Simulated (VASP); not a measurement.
# La3InB (Pm-3m) in VASP: a series of runs

The runs below take La3InB through single point, with r2SCAN.

Program: VASP 6.6.1. These are calculated values, not measurements. Logs are shortened: lines on timing, memory, paths and dates and some standing lists are left out, and cuts for length are marked.

## 1. The cell of the first run

It takes space group Pm-3m (No. 221, cubic). Conventional cell: a = 5.329 Å, b = 5.329 Å, c = 5.329 Å, α = 90.00°, β = 90.00°, γ = 90.00°. La (site symmetry 4/mmm) has 2 B at 2.66 Å within 3.5 Å. Within 4.9 Å of In (site symmetry m-3m) lie 12 La at 3.77 Å and 8 B at 4.62 Å. Within 3.5 Å of B (site symmetry m-3m) lie 6 La at 2.66 Å.

## 2. Single point, r2SCAN

POSCAR

```
La3InB
1.0
    5.3289500000      0.0000000000      0.0000000000
    0.0000000000      5.3289500000      0.0000000000
    0.0000000000      0.0000000000      5.3289500000
La In B
3 1 1
Direct
    0.5000000000      0.0000000000      0.5000000000
    0.0000000000      0.5000000000      0.5000000000
    0.5000000000      0.5000000000      0.0000000000
    0.0000000000      0.0000000000      0.0000000000
    0.5000000000      0.5000000000      0.5000000000
```

INCAR.step1

```
SYSTEM = La3InB
PREC = Accurate
ENCUT = 520
ISMEAR = -1
SIGMA = 0.3
LREAL = .False.
LASPH = .True.
NELM = 100
NBANDS = 32
GGA = PE
ALGO = Normal
EDIFF = 1E-4
LWAVE = .True.
LCHARG = .False.
```

INCAR.step2

```
SYSTEM = La3InB
PREC = Accurate
ENCUT = 520
EDIFF = 1E-6
ISMEAR = -1
SIGMA = 0.3
LREAL = .False.
LASPH = .True.
NELM = 100
ALGO = Normal
ISIF = 2
LWAVE = .False.
LCHARG = .False.
METAGGA = R2SCAN
LMIXTAU = .True.
NBANDS = 32
ISTART = 1
```

KPOINTS

```
Automatic mesh
0
Gamma
  4 4 4
  0.5 0.5 0.5
```

Potentials or basis: VASP PAW PBE potentials, release 64 (La, In_d, B).

The run is started by

```bash
cat potpaw_PBE.64/La/POTCAR potpaw_PBE.64/In_d/POTCAR potpaw_PBE.64/B/POTCAR > POTCAR
cp INCAR.step1 INCAR
mpirun -np 1 vasp_std > vasp.out
cp INCAR.step2 INCAR
mpirun -np 1 vasp_std > vasp.out
```

OUTCAR:

```text
SYSTEM = La3InB
   PREC = Accurate
   ENCUT = 520
   EDIFF = 1E-6
   ISMEAR = -1
   LREAL = .False.
   LASPH = .True.
   NELM = 100
   ISIF = 2
   METAGGA = R2SCAN
   ISTART = 1

 ion  position               nearest neighbor table
   1  0.500  0.000  0.500-   5 2.66   5 2.66   4 3.77   4 3.77   4 3.77   4 3.77
   2  0.000  0.500  0.500-   5 2.66   5 2.66   4 3.77   4 3.77   4 3.77   4 3.77
   3  0.500  0.500  0.000-   5 2.66   5 2.66   4 3.77   4 3.77   4 3.77   4 3.77
   4  0.000  0.000  0.000-   1 3.77   2 3.77   3 3.77   1 3.77   2 3.77   2 3.77   3 3.77   2 3.77
                             1 3.77   3 3.77   1 3.77   3 3.77
   5  0.500  0.500  0.500-   1 2.66   2 2.66   3 2.66   3 2.66   1 2.66   2 2.66

  LATTYP: Found a simple cubic cell.
 ALAT       =     5.3289500000

  Lattice vectors:

 A1 = (   5.3289500000,   0.0000000000,   0.0000000000)
 A2 = (   0.0000000000,   5.3289500000,   0.0000000000)
 A3 = (   0.0000000000,   0.0000000000,   5.3289500000)

Analysis of symmetry for initial positions (statically):
=====================================================================
 Subroutine PRICEL returns:
 Original cell was already a primitive cell.

 Routine SETGRP: Setting up the symmetry group for a
 simple cubic supercell.

 Subroutine GETGRP returns: Found 48 space group operations
 (whereof 48 operations were pure point group operations)
 out of a pool of 48 trial point group operations.

The static configuration has the point symmetry O_h .

Analysis of symmetry for dynamics (positions and initial velocities):
=====================================================================
 Subroutine PRICEL returns:
 Original cell was already a primitive cell.

 Routine SETGRP: Setting up the symmetry group for a
 simple cubic supercell.

 Subroutine GETGRP returns: Found 48 space group operations
 (whereof 48 operations were pure point group operations)
 out of a pool of 48 trial point group operations.

The dynamic configuration has the point symmetry O_h .

 Subroutine INISYM returns: Found 48 space group operations
 (whereof 48 operations are pure point group operations),
 and found     1 'primitive' translations

----------------------------------------------------------------------------------------

                                     Primitive cell

[... 73 lines left out ...]
   ENCUT  =  520.0 eV  38.22 Ry    6.18 a.u.   9.91  9.91  9.91*2*pi/ulx,y,z
   NELM   =    100;   NELMIN=  2; NELMDL=  0     # of ELM steps
   EDIFF  = 0.1E-05   stopping-criterion for ELM
   LREAL  =      F    real-space projection
   EDIFFG = 0.1E-04   stopping-criterion for IOM
   NSW    =      0    number of steps for IOM
   IBRION =     -1    ionic relax: 0-MD 1-quasi-New 2-CG
   NFREE  =      0    steps in history (QN), initial steepest desc. (CG)
   ISIF   =      2    stress and relaxation
   ISYM   =      2    0-nonsym 1-usesym 2-fastsym
   POTIM  = 0.5000    time-step for ionic-motion
   TEBEG  =    0.0;   TEEND  =   0.0 temperature during run
   PSTRESS=    0.0 pullay stress
   NELECT =      49.0000    total number of electrons
   NUPDOWN=      -1.0000    fix difference up-down
   EMIN   =  10.00;   EMAX   =-10.00  energy-range for DOS
   EFERMI =   0.00;   METHOD = LEGACY
   ISMEAR =    -1;   SIGMA  =   0.30  broadening in eV -4-tet -1-fermi 0-gaus
   EFERMI_NEDOS =   21; number of points for ismear=-14 and -15
   IALGO  =     38    algorithm
   IMIX   =      4    mixing-type and parameters
     AMIX     =   0.40;   BMIX     =  1.00
     AMIX_MAG =   1.60;   BMIX_MAG =  1.00
  volume/ion in A,a.u.               =      30.27       204.25
  Fermi-wavevector in a.u.,A,eV,Ry     =   1.124170  2.124373 17.194465  1.263758
  Thomas-Fermi vector in A             =   2.260840
   LORBIT       =      0    0 simple, 1 ext, 2 COOP (PROOUT), +10 PAW based schemes
   METAGGA = R2SCAN    functional components
   LHFCALC =     F    Hartree Fock is set to
   AEXX    =    0.0000 exact exchange contribution
   IVDW    =     0    specifies the selected vdW correction
   LEPSILON=     F    determine dielectric tensor
   LRPA    =     F    only Hartree local field effects (RPA)
 non-spin polarized calculation
  energy-cutoff  :      520.00
  volume of cell :      151.33
 maximum number of plane-waves:      4077
 NGX is ok and might be reduce to    40
   NGX = 19   NGY = 19   NGZ = 19

 number of electron      49.0000000 magnetization

 Free energy of the ion-electron system (eV)
  ---------------------------------------------------
  ext. energy  EPLUGINS =         0.00000000
  ---------------------------------------------------
  free energy    TOTEN  =      -121.21691741 eV

  energy without entropy =     -119.82354067  energy(sigma->0) =     -120.52022904

 E-fermi :   7.0132     XC(G=0): -10.1791

 val. band max:        6.8011377990   @ k =   0.3750   0.3750   0.3750
 cond. band min:       7.1420016176   @ k =   0.1250   0.1250   0.1250
 fundamental gap:      0.3408638186
 Fermi energy:         7.0131983767

 k-point     1 :       0.1250    0.1250    0.1250
  band No.  band energies     occupation
      1     -26.7062      2.00000
      2     -26.5314      2.00000
      3     -26.5314      2.00000
      4     -10.5103      2.00000
      5     -10.3626      2.00000
      6     -10.3626      2.00000
[... 129 lines left out ...]
     31       9.1183      0.00179
     32       9.4684      0.00056

------------------------ aborting loop because EDIFF is reached ----------------------------------------

  FORCE on cell =-STRESS in cart. coord.  units (eV):
  Direction    XX          YY          ZZ          XY          YZ          ZX
  --------------------------------------------------------------------------------------
  -------------------------------------------------------------------------------------
  Total        0.9695423      0.9695423      0.9695423      0.0000000     -0.0000000      0.0000000
  in kB       10.2648448     10.2648448     10.2648448      0.0000000     -0.0000000      0.0000000
  external PRESSURE =      10.2648448 kB  Pullay stress =       0.0000000 kB

 VOLUME and BASIS-vectors are now :
 -----------------------------------------------------------------------------
  energy-cutoff  :      520.00
  volume of cell :      151.33
      direct lattice vectors                 reciprocal lattice vectors
     5.328950000  0.000000000  0.000000000     0.187654228  0.000000000  0.000000000
     0.000000000  5.328950000  0.000000000     0.000000000  0.187654228  0.000000000
     0.000000000  0.000000000  5.328950000     0.000000000  0.000000000  0.187654228

 POSITION                                       TOTAL-FORCE (eV/Angst)
 -----------------------------------------------------------------------------------
      2.66447      0.00000      2.66447         0.000000      0.000000      0.000000
      0.00000      2.66447      2.66447         0.000000      0.000000      0.000000
      2.66447      2.66447      0.00000         0.000000      0.000000      0.000000
      0.00000      0.00000      0.00000         0.000000      0.000000      0.000000
      2.66447      2.66447      2.66447         0.000000      0.000000      0.000000
 -----------------------------------------------------------------------------------
    total drift:                               -0.000000     -0.000000      0.000000

  FREE ENERGIE OF THE ION-ELECTRON SYSTEM (eV)
  ---------------------------------------------------
  free  energy   TOTEN  =      -121.2169174060 eV

  energy  without entropy=     -119.8235406735  energy(sigma->0) =     -120.52022904
```

OUTCAR.step1:

```text
SYSTEM = La3InB
   PREC = Accurate
   ENCUT = 520
   ISMEAR = -1
   LREAL = .False.
   LASPH = .True.
[... 350 lines left out ...]
      2.66447      2.66447      0.00000         0.000000      0.000000      0.000000
      0.00000      0.00000      0.00000         0.000000      0.000000      0.000000
      2.66447      2.66447      2.66447         0.000000      0.000000      0.000000
 -----------------------------------------------------------------------------------
    total drift:                                0.000000     -0.000000     -0.000000

  FREE ENERGIE OF THE ION-ELECTRON SYSTEM (eV)
  ---------------------------------------------------
  free  energy   TOTEN  =       -25.5704711245 eV

  energy  without entropy=      -24.0145166623  energy(sigma->0) =      -24.79249389
```

It took 2.9 min on 1 thread of AMD EPYC 7R43 (Zen 3), shared host; peak memory 0.22 GiB.

Results:

- Free energy: -121.2169 eV
- Pressure: 1.0 GPa

Levels at points of the mesh, in eV from the Fermi level:
```
           k point  band 21  band 22  band 23  band 24  band 25  band 26  band 27  band 28  band 29  band 30
(0.12, 0.12, 0.12)    -0.54    -0.54    -0.25    -0.25     0.13     0.37     0.37     1.06     1.31     1.31
```

Caveat: the PAW data sets were made with another functional, which shifts forces and pressure a little; spin-orbit coupling is left out, which moves the levels of the heavy elements.

## 3. Single point, r2SCAN

POSCAR is that of step 2.

INCAR.step1

```
SYSTEM = La3InB
PREC     = Accurate       ! precision mode
ENCUT    = 520            ! plane-wave cutoff, eV
ISMEAR   = -1             ! smearing method
SIGMA    = 0.2            ! smearing width, eV
LREAL    = .FALSE.        ! projectors in reciprocal space
LASPH    = .TRUE.         ! aspherical terms in the spheres
NELM     = 100            ! most SCF steps
NBANDS   = 32             ! bands
GGA      = PE             ! functional
ALGO     = Normal         ! electronic algorithm
EDIFF    = 1E-4           ! SCF threshold, eV
LWAVE    = .TRUE.         ! write WAVECAR
LCHARG   = .FALSE.        ! write CHGCAR
```

INCAR.step2

```
SYSTEM = La3InB
PREC     = Accurate       ! precision mode
ENCUT    = 520            ! plane-wave cutoff, eV
EDIFF    = 1E-6           ! SCF threshold, eV
ISMEAR   = -1             ! smearing method
SIGMA    = 0.2            ! smearing width, eV
LREAL    = .FALSE.        ! projectors in reciprocal space
LASPH    = .TRUE.         ! aspherical terms in the spheres
NELM     = 100            ! most SCF steps
ALGO     = Normal         ! electronic algorithm
ISIF     = 2              ! what is computed and relaxed
LWAVE    = .FALSE.        ! write WAVECAR
LCHARG   = .FALSE.        ! write CHGCAR
METAGGA  = R2SCAN         ! meta-GGA
LMIXTAU  = .TRUE.       
NBANDS   = 32             ! bands
ISTART   = 1
```

KPOINTS is that of step 2.

Potentials or basis: VASP PAW PBE potentials, release 64 (La, In_d, B).

The run is started by

```bash
cat potpaw_PBE.64/La/POTCAR potpaw_PBE.64/In_d/POTCAR potpaw_PBE.64/B/POTCAR > POTCAR
cp INCAR.step1 INCAR
mpirun -np 1 vasp_std > vasp.out
cp INCAR.step2 INCAR
mpirun -np 1 vasp_std > vasp.out
```

Run time: 2.8 min. Hardware: 1 thread of AMD EPYC 7R43 (Zen 3), shared host; peak memory 0.23 GiB.

It converged, with:

| Item | Value |
| --- | --- |
| Free energy | -120.8269 eV |
| Pressure | 0.8 GPa |

Levels at points of the mesh, in eV from the Fermi level:
| k point | band 22 | band 23 | band 24 | band 25 | band 26 | band 27 | band 28 | band 29 |
| --- | --- | --- | --- | --- | --- | --- | --- | --- |
| (0.12, 0.12, 0.12) | -0.46 | -0.19 | -0.19 | 0.19 | 0.42 | 0.42 | 1.11 | 1.37 |

Caveat: the PAW data sets were made with another functional, which shifts forces and pressure a little; spin-orbit coupling is left out, which moves the levels of the heavy elements.

## 4. Single point, r2SCAN

POSCAR is that of step 3.

INCAR.step1

```
PREC = Accurate ; ENCUT = 520
ISMEAR = -1 ; SIGMA = 0.1
LREAL = F ; LASPH = T
NELM = 100 ; NBANDS = 32
GGA = PE ; ALGO = Normal
EDIFF = 1E-4 ; LWAVE = T
LCHARG = F
```

INCAR.step2

```
PREC = Accurate ; ENCUT = 520
EDIFF = 1E-6 ; ISMEAR = -1
SIGMA = 0.1 ; LREAL = F
LASPH = T ; NELM = 100
ALGO = Normal ; ISIF = 2
LWAVE = F ; LCHARG = T
METAGGA = R2SCAN ; LMIXTAU = T
LELF = T ; LVHAR = T
NBANDS = 32 ; ISTART = 1
```

KPOINTS is that of step 3.

The run is started by

```bash
cat potpaw_PBE.64/La/POTCAR potpaw_PBE.64/In_d/POTCAR potpaw_PBE.64/B/POTCAR > POTCAR
cp INCAR.step1 INCAR
mpirun -np 1 vasp_std > vasp.out
cp INCAR.step2 INCAR
mpirun -np 1 vasp_std > vasp.out
```

It took 2.2 min on 1 thread of AMD EPYC 7R43 (Zen 3), shared host; peak memory 0.24 GiB.

The run converged. Its results:

```
Free energy : -120.5784 eV
Pressure    : 0.6 GPa
```

Levels at points of the mesh, in eV from the Fermi level:
| k point | band 21 | band 22 | band 23 | band 24 | band 25 | band 26 | band 27 | band 28 | band 29 | band 30 |
| --- | --- | --- | --- | --- | --- | --- | --- | --- | --- | --- |
| (0.12, 0.12, 0.12) | -0.35 | -0.35 | -0.10 | -0.10 | 0.29 | 0.51 | 0.51 | 1.20 | 1.47 | 1.47 |

Caveat: the PAW data sets were made with another functional, which shifts forces and pressure a little; spin-orbit coupling is left out, which moves the levels of the heavy elements.

## 5. Single point, r2SCAN

POSCAR is that of step 4.

INCAR.step1

```
SYSTEM = La3InB
PREC = Accurate
ENCUT = 520
ISMEAR = -1
SIGMA = 0.05
LREAL = .False.
LASPH = .True.
NELM = 80
NBANDS = 32
GGA = PE
ALGO = Normal
EDIFF = 1E-4
LWAVE = .True.
LCHARG = .False.
```

INCAR.step2

```
SYSTEM = La3InB
PREC = Accurate
ENCUT = 520
EDIFF = 1E-6
ISMEAR = -1
SIGMA = 0.05
LREAL = .False.
LASPH = .True.
NELM = 80
ALGO = Normal
ISIF = 2
LWAVE = .False.
LCHARG = .True.
METAGGA = R2SCAN
LMIXTAU = .True.
LELF = .True.
LVHAR = .True.
NBANDS = 32
ISTART = 1
```

KPOINTS is that of step 4.

The run is started by

```bash
cat potpaw_PBE.64/La/POTCAR potpaw_PBE.64/In_d/POTCAR potpaw_PBE.64/B/POTCAR > POTCAR
cp INCAR.step1 INCAR
mpirun -np 1 vasp_std > vasp.out
cp INCAR.step2 INCAR
mpirun -np 1 vasp_std > vasp.out
```

Wall time 2.4 min (1 thread of AMD EPYC 7R43 (Zen 3), shared host); peak memory 0.23 GiB.

It converged, with:

| Quantity | Value |
| --- | --- |
| Free energy | -120.4966 eV |
| Pressure | 0.6 GPa |

Levels at points of the mesh, in eV from the Fermi level:
| k point | band 21 | band 22 | band 23 | band 24 | band 25 | band 26 | band 27 | band 28 |
| --- | --- | --- | --- | --- | --- | --- | --- | --- |
| (0.12, 0.12, 0.12) | -0.31 | -0.31 | -0.04 | -0.04 | 0.34 | 0.57 | 0.57 | 1.25 |

Caveat: the PAW data sets were made with another functional, which shifts forces and pressure a little; spin-orbit coupling is left out, which moves the levels of the heavy elements.

## 6. Summary

```tsv
smearing	gap on the mesh (eV)	pressure (GPa)
fermi-dirac 0.3 eV	none	1.0
fermi-dirac 0.2 eV	none	0.8
fermi-dirac 0.1 eV	none	0.6
fermi-dirac 0.05 eV	none	0.6
```

Alike in all rows: task single point; level r2SCAN; potentials or basis VASP PAW PBE potentials, release 64 (La, In_d, B); no spin polarisation; cell as given; k mesh 4 × 4 × 4, shifted; cutoff (eV) 520.

Every run on the cell as given and a fine mesh finds a metal.

Caveats: the PAW data sets were made with another functional, which shifts forces and pressure a little; spin-orbit coupling is left out, which moves the levels of the heavy elements.

Total energies depend on the potentials used, so only differences within one code and one set of settings carry meaning.
